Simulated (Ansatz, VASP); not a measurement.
## La: VASP beside Ansatz

```xyz
2
Lattice="3.8387 0.0000 0.0000 -1.9193 3.3244 0.0000 0.0000 0.0000 6.1611" Properties=species:S:1:pos:R:3 pbc="T T T"
La    0.0000    2.2163    1.5403
La    1.9193    1.1081    4.6208
```

Alike in both runs: task single point; functional revPBE; k mesh 11 × 11 × 6; occupations fermi-dirac, width 0.1 eV; no spin polarisation.

```csv
,VASP,Ansatz
version,VASP 6.6.1,Ansatz 0.2.0
potentials or method,"VASP PAW PBE potentials, release 64 (La), cutoff 520 eV","plane waves (420 eV) with PAW, scalar-relativistic"
valence electrons in the cell,22,22
```

|  | VASP | Ansatz | Ansatz less VASP |
| --- | --- | --- | --- |
| pressure (GPa) | 0.0 | 0.0 | -0.07 |

VASP's potentials were made for PBE, not for revPBE.

Neither program's run includes spin-orbit coupling.
